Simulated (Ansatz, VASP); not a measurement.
## AlN in VASP and in Ansatz

```xyz
2
Lattice="0.0000 2.2016 2.2016 2.2016 0.0000 2.2016 2.2016 2.2016 0.0000" Properties=species:S:1:pos:R:3 pbc="T T T"
Al    0.0000    0.0000    0.0000
N     1.1008    1.1008    1.1008
```

Alike in both runs: functional PBE; k mesh 13 × 13 × 13; occupations fermi-dirac, width 0.08 eV; no spin polarisation.

Ansatz relaxed the structure, and its values are those at the end. VASP's run is a single point on that final structure, the one shown.

```csv
,VASP,Ansatz
version,VASP 6.6.1,Ansatz 0.2.0
potentials or method,"VASP PAW PBE potentials, release 64 (Al, N)","PAW with Ansatz's default frozen-core files, scalar-relativistic"
plane-wave cutoff (eV),520,420
valence electrons in the cell,8,8
```

Ansatz gave:

| Item | Value |
| --- | --- |
| pressure (GPa) | 0.0 |

**Question.** What did VASP give for the same quantities?

**Answer.** Pressure (GPa): -0.3.
